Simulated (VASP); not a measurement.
## BaTiO3: single point with PBE

Crystal: BaTiO3.

```
Ba Ti O
1.0
     2.88817    1.66749    2.38474
    -2.88817    1.66749    2.38474
     0.00000   -3.33497    2.38474
Ba Ti O
1 1 3
Direct
  0.00735 0.00735 0.00735
  0.52255 0.52255 0.52255
  0.48742 0.48742 0.97395
  0.48742 0.97395 0.48742
  0.97395 0.48742 0.48742
```

- Program: VASP 6.6.1
- Task: single point
- Functional: PBE
- Potentials or basis: VASP PAW PBE potentials, release 64 (Ba_sv, Ti_sv, O)
- Cutoff: 520 eV
- k mesh: 6 × 6 × 6
- Occupations: gaussian, width 0.02 eV
- Spin: no spin polarisation

| Item | Value |
| --- | --- |
| Pressure | -1.1 GPa |
| Largest force | 0.105 eV/Å |
| Band gap on the k mesh | 2.75 eV (least direct gap 3.34 eV) |

Forces on the atoms (eV/Å):
```
Ba   0.000  0.000 -0.051
Ti   0.000  0.000 -0.105
O    0.000 -0.039  0.052
O   -0.034  0.019  0.052
O    0.034  0.019  0.052
```

Levels at points of the mesh, in eV from the valence-band top:
| k point | band 18 | band 19 | band 20 | band 21 | band 22 | band 23 |
| --- | --- | --- | --- | --- | --- | --- |
| (0.00, 0.00, 0.00) | -0.80 | -0.64 | -0.64 | 2.77 | 2.77 | 2.96 |
| (0.50, 0.00, 0.00) | -1.45 | -1.11 | -0.91 | 2.91 | 3.72 | 3.91 |
| (0.50, 0.50, 0.00) | -0.93 | -0.83 | -0.09 | 3.81 | 3.85 | 4.13 |
| (0.50, 0.50, 0.50) | -0.05 | -0.05 | 0.00 | 4.08 | 4.36 | 4.36 |

Run time: 74 s on 1 thread of Intel Xeon 8259CL, with other jobs on the host, peak memory 0.21 GiB.

Caveat: spin-orbit coupling is left out, which moves the levels of the heavy elements. A k mesh can miss the band edges.
